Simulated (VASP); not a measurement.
# Si (Fd-3m) in VASP: further runs

Si is run at these levels: PBE; tasks: single point.

All numbers are computed with VASP 6.6.1; they aren't measurements. Logs are shortened: lines on timing, memory, paths and dates and some standing lists are left out, and cuts for length are marked.

**1. The cell of the first run**

Symmetry: Fd-3m, No. 227, cubic system. Conventional cell: a = 5.470 Å, b = 5.470 Å, c = 5.470 Å, α = 90.00°, β = 90.00°, γ = 90.00°. Si (site symmetry -43m) has 4 Si at 2.37 Å within 3.1 Å.

**2. Single point, PBE, non-collinear spin, zero start, spin-orbit coupling**

The input, INCAR:

```
PREC = Accurate
ENCUT = 520
EDIFF = 1E-6
ISMEAR = 0
SIGMA = 0.05
LREAL = False
LASPH = True
NELM = 150
ALGO = Normal
ISIF = 2
LWAVE = False
LCHARG = True
MAGMOM = 0 0 0 0 0 0
LORBIT = 11
LSORBIT = True
GGA_COMPAT = False
LORBMOM = True
GGA = PE
LVHAR = True
NBANDS = 20
```

The input, KPOINTS:

```
regular mesh
0
Gamma
  14 14 14
```

The input, POSCAR:

```
Si
1.0
    0.0000000000      2.7350952869      2.7350952869
    2.7350952869      0.0000000000      2.7350952869
    2.7350952869      2.7350952869      0.0000000000
Si
2
Direct
    0.5000000000      0.5000000000      0.5000000000
    0.7500000000      0.7500000000      0.7500000000
```

Potentials or basis: VASP PAW PBE potentials, release 64 (Si).

Launch:

```
> cat potpaw_PBE.64/Si/POTCAR > POTCAR
> mpirun -np 1 vasp_ncl > vasp.out
```

OUTCAR:

```text
PREC = Accurate
   ENCUT = 520
   EDIFF = 1E-6
   ISMEAR = 0
   LREAL = False
   LASPH = True
   NELM = 150
   ISIF = 2
   LORBIT = 11
   LSORBIT = True
   GGA = PE

 ion  position               nearest neighbor table
   1  0.500  0.500  0.500-   2 2.37   2 2.37   2 2.37   2 2.37
   2  0.750  0.750  0.750-   1 2.37   1 2.37   1 2.37   1 2.37

  LATTYP: Found a face centered cubic cell.
 ALAT       =     5.4701905738

  Lattice vectors:

 A1 = (   0.0000000000,   2.7350952869,   2.7350952869)
 A2 = (   2.7350952869,   0.0000000000,   2.7350952869)
 A3 = (   2.7350952869,   2.7350952869,   0.0000000000)

Analysis of symmetry for initial positions (statically):
=====================================================================
 Subroutine PRICEL returns:
 Original cell was already a primitive cell.

 Routine SETGRP: Setting up the symmetry group for a
 face centered cubic supercell.

 Subroutine GETGRP returns: Found 48 space group operations
 (whereof 24 operations were pure point group operations)
 out of a pool of 48 trial point group operations.

The static configuration has the point symmetry T_d .
 The point group associated with its full space group is O_h .

Analysis of symmetry for dynamics (positions and initial velocities):
=====================================================================
 Subroutine PRICEL returns:
 Original cell was already a primitive cell.

 Routine SETGRP: Setting up the symmetry group for a
 face centered cubic supercell.

 Subroutine GETGRP returns: Found 48 space group operations
 (whereof 24 operations were pure point group operations)
 out of a pool of 48 trial point group operations.

The dynamic configuration has the point symmetry T_d .
 The point group associated with its full space group is O_h .

Analysis of structural, dynamic, and magnetic symmetry:
=====================================================================
 Subroutine PRICEL returns:
 Original cell was already a primitive cell.

 Routine SETGRP: Setting up the symmetry group for a
 face centered cubic supercell.

 Subroutine GETGRP returns: Found 48 space group operations
 (whereof 24 operations were pure point group operations)
 out of a pool of 48 trial point group operations.

The overall configuration has the point symmetry T_d .
 The point group associated with its full space group is O_h .

 Subroutine INISYM returns: Found 48 space group operations
 (whereof 24 operations are pure point group operations),
 and found     1 'primitive' translations

----------------------------------------------------------------------------------------

                                     Primitive cell

  volume of cell :      40.9211

  direct lattice vectors                    reciprocal lattice vectors
     0.000000000  2.735095287  2.735095287    -0.182808987  0.182808987  0.182808987
     2.735095287  0.000000000  2.735095287     0.182808987 -0.182808987  0.182808987
     2.735095287  2.735095287  0.000000000     0.182808987  0.182808987 -0.182808987

  length of vectors
     3.868008849  3.868008849  3.868008849     0.316634454  0.316634454  0.316634454

  position of ions in fractional coordinates (direct lattice)
     0.500000000  0.500000000  0.500000000
     0.750000000  0.750000000  0.750000000

  ion indices of the primitive-cell ions
   primitive index   ion index
                 1           1
                 2           2

----------------------------------------------------------------------------------------

 KPOINTS: regular mesh

Automatic generation of k-mesh.
 Grid dimensions read from file:
 generate k-points for:   14   14   14

 Generating k-lattice:

  Cartesian coordinates                     Fractional coordinates (reciprocal lattice)
    -0.013057785  0.013057785  0.013057785     0.071428571  0.000000000  0.000000000
     0.013057785 -0.013057785  0.013057785     0.000000000  0.071428571  0.000000000
[... 90 lines left out ...]
  energy-cutoff  :      520.00
  volume of cell :       40.92
 maximum number of plane-waves:      2238
 NGX is ok and might be reduce to    30
   NGX = 15   NGY = 15   NGZ = 15

 number of electron       8.0000001 magnetization      -0.0000000     -0.0000000     -0.0000000

 number of electron       8.0000001 magnetization       0.0000000      0.0000000      0.0000000

 number of electron       8.0000001 magnetization      -0.0000000      0.0000000     -0.0000000

 number of electron       8.0000001 magnetization      -0.0000000      0.0000000      0.0000000

 Free energy of the ion-electron system (eV)
  ---------------------------------------------------
  ext. energy  EPLUGINS =         0.00000000
  ---------------------------------------------------
  free energy    TOTEN  =       -10.85021790 eV

  energy without entropy =      -10.85021790  energy(sigma->0) =      -10.85021790

 E-fermi :   5.8194     XC(G=0):  -9.3244

 val. band max:        5.6234377098   @ k =   0.0000   0.0000   0.0000
 cond. band min:       6.2211003528   @ k =   0.4286   0.4286   0.0000
 fundamental gap:      0.5976626429
 Fermi energy:         5.8194254826

 k-point     1 :       0.0000    0.0000    0.0000
  band No.  band energies     occupation
      1      -6.2014      1.00000
      2      -6.2014      1.00000
      3       5.5762      1.00000
      4       5.5762      1.00000
      5       5.6234      1.00000
      6       5.6234      1.00000
[... 541 lines left out ...]
     19      14.0814      0.00000
     20      14.0814      0.00000

 [... further k-points ...]
[... 5 lines left out ...]
  --------------------------------------------------------------------------------------
  -------------------------------------------------------------------------------------
  Total       -0.0193143     -0.0193143     -0.0193143      0.0000000      0.0000000     -0.0000000
  in kB       -0.7562078     -0.7562078     -0.7562078      0.0000000      0.0000000     -0.0000000
  external PRESSURE =      -0.7562078 kB  Pullay stress =       0.0000000 kB

 VOLUME and BASIS-vectors are now :
 -----------------------------------------------------------------------------
  energy-cutoff  :      520.00
  volume of cell :       40.92
      direct lattice vectors                 reciprocal lattice vectors
     0.000000000  2.735095287  2.735095287    -0.182808987  0.182808987  0.182808987
     2.735095287  0.000000000  2.735095287     0.182808987 -0.182808987  0.182808987
     2.735095287  2.735095287  0.000000000     0.182808987  0.182808987 -0.182808987

 POSITION                                       TOTAL-FORCE (eV/Angst)
 -----------------------------------------------------------------------------------
      2.73510      2.73510      2.73510         0.000000      0.000000     -0.000000
      4.10264      4.10264      4.10264        -0.000000     -0.000000      0.000000
 -----------------------------------------------------------------------------------
    total drift:                                0.000000      0.000000      0.000000

  FREE ENERGIE OF THE ION-ELECTRON SYSTEM (eV)
  ---------------------------------------------------
  free  energy   TOTEN  =       -10.8502178986 eV

  energy  without entropy=      -10.8502178986  energy(sigma->0) =      -10.85021790

 orbital moment (x)

 # of ion     p       tot
 --------------------------------
  1         0.000   0.000
  2         0.000   0.000
 --------------------------------
            0.000   0.000

 orbital moment (y)

 # of ion     p       tot
 --------------------------------
  1        -0.000  -0.000
  2        -0.000  -0.000
 --------------------------------
           -0.000  -0.000

 orbital moment (z)

 # of ion     p       tot
 --------------------------------
  1         0.000   0.000
  2        -0.000  -0.000
 --------------------------------
           -0.000  -0.000

 Spin-Orbit-Coupling matrix elements

 Ion:    1  E_soc:     -0.0003237
 l=   1
     0.0000000    -0.0000540    -0.0000540
    -0.0000540     0.0000000    -0.0000540
    -0.0000540    -0.0000540     0.0000000
 l=   2
     0.0000000     0.0000000     0.0000000     0.0000000     0.0000000
     0.0000000     0.0000000     0.0000000     0.0000000     0.0000000
     0.0000000     0.0000000     0.0000000     0.0000000     0.0000000
     0.0000000     0.0000000     0.0000000     0.0000000     0.0000000
     0.0000000     0.0000000     0.0000000     0.0000000     0.0000000
 l=   3
     0.0000000     0.0000000     0.0000000     0.0000000     0.0000000     0.0000000     0.0000000
     0.0000000     0.0000000     0.0000000     0.0000000     0.0000000     0.0000000     0.0000000
     0.0000000     0.0000000     0.0000000     0.0000000     0.0000000     0.0000000     0.0000000
     0.0000000     0.0000000     0.0000000     0.0000000     0.0000000     0.0000000     0.0000000
     0.0000000     0.0000000     0.0000000     0.0000000     0.0000000     0.0000000     0.0000000
     0.0000000     0.0000000     0.0000000     0.0000000     0.0000000     0.0000000     0.0000000
     0.0000000     0.0000000     0.0000000     0.0000000     0.0000000     0.0000000     0.0000000

 Ion:    2  E_soc:     -0.0003237
 l=   1
     0.0000000    -0.0000540    -0.0000540
    -0.0000540     0.0000000    -0.0000540
    -0.0000540    -0.0000540     0.0000000
 l=   2
     0.0000000     0.0000000     0.0000000     0.0000000     0.0000000
     0.0000000     0.0000000     0.0000000     0.0000000     0.0000000
     0.0000000     0.0000000     0.0000000     0.0000000     0.0000000
     0.0000000     0.0000000     0.0000000     0.0000000     0.0000000
     0.0000000     0.0000000     0.0000000     0.0000000     0.0000000
 l=   3
     0.0000000     0.0000000     0.0000000     0.0000000     0.0000000     0.0000000     0.0000000
     0.0000000     0.0000000     0.0000000     0.0000000     0.0000000     0.0000000     0.0000000
     0.0000000     0.0000000     0.0000000     0.0000000     0.0000000     0.0000000     0.0000000
     0.0000000     0.0000000     0.0000000     0.0000000     0.0000000     0.0000000     0.0000000
     0.0000000     0.0000000     0.0000000     0.0000000     0.0000000     0.0000000     0.0000000
     0.0000000     0.0000000     0.0000000     0.0000000     0.0000000     0.0000000     0.0000000
     0.0000000     0.0000000     0.0000000     0.0000000     0.0000000     0.0000000     0.0000000

 total charge

# of ion       s       p       d       tot
------------------------------------------
    1        0.751   0.927   0.000   1.678
    2        0.751   0.927   0.000   1.678
--------------------------------------------------
tot          1.502   1.855   0.000   3.356

 magnetization (x)

# of ion       s       p       d       tot
------------------------------------------
    1        0.000  -0.000   0.000   0.000
    2        0.000   0.000   0.000   0.000
--------------------------------------------------
tot          0.000   0.000   0.000   0.000

 magnetization (y)

# of ion       s       p       d       tot
------------------------------------------
    1       -0.000   0.000   0.000  -0.000
    2       -0.000   0.000   0.000  -0.000
--------------------------------------------------
tot         -0.000   0.000   0.000  -0.000

 magnetization (z)

# of ion       s       p       d       tot
------------------------------------------
    1        0.000  -0.000   0.000  -0.000
    2        0.000   0.000   0.000   0.000
--------------------------------------------------
tot          0.000  -0.000   0.000   0.000
```

Run time: 2.8 min. Hardware: 1 thread of Intel Xeon 6975P-C, shared host; peak memory 0.33 GiB.

Results:

```
Free energy                                           : -10.8502 eV
Pressure                                              : -0.1 GPa
Net moment                                            : 0.00 μB per cell
Valence electrons inside the program's atomic spheres : Si 1.68
```

Moments on the atoms (μB; x, y, z):
```
Si  0.00 0.00 0.00
Si  0.00 0.00 0.00
```

**3. Single point, PBE, non-collinear spin, zero start, spin-orbit coupling**

INCAR is that of step 2.

KPOINTS is that of step 2.

The input, POSCAR:

```
Si
1.0
    0.0000000000      2.7350952871      2.7350952871
    2.7350952871      0.0000000000      2.7350952871
    2.7350952871      2.7350952871      0.0000000000
Si
2
Direct
    0.5000000000      0.5000000000      0.5000000000
    0.7500000000      0.7500000000      0.7500000000
```

Potentials or basis: VASP PAW PBE potentials, release 64 (Si).

Launch:

```
> cat potpaw_PBE.64/Si/POTCAR > POTCAR
> mpirun -np 1 vasp_ncl > vasp.out
```

It took 3.2 min on 1 thread of Intel Xeon 6975P-C, shared host; peak memory 0.33 GiB.

It converged, with:

| Property | Result |
| --- | --- |
| Free energy | -10.8502 eV |
| Pressure | -0.1 GPa |
| Net moment | 0.00 μB per cell |
| Valence electrons inside the program's atomic spheres | Si 1.68 |

Moments on the atoms (μB; x, y, z):
```
Si  0.00 0.00 0.00
Si  0.00 0.00 0.00
```
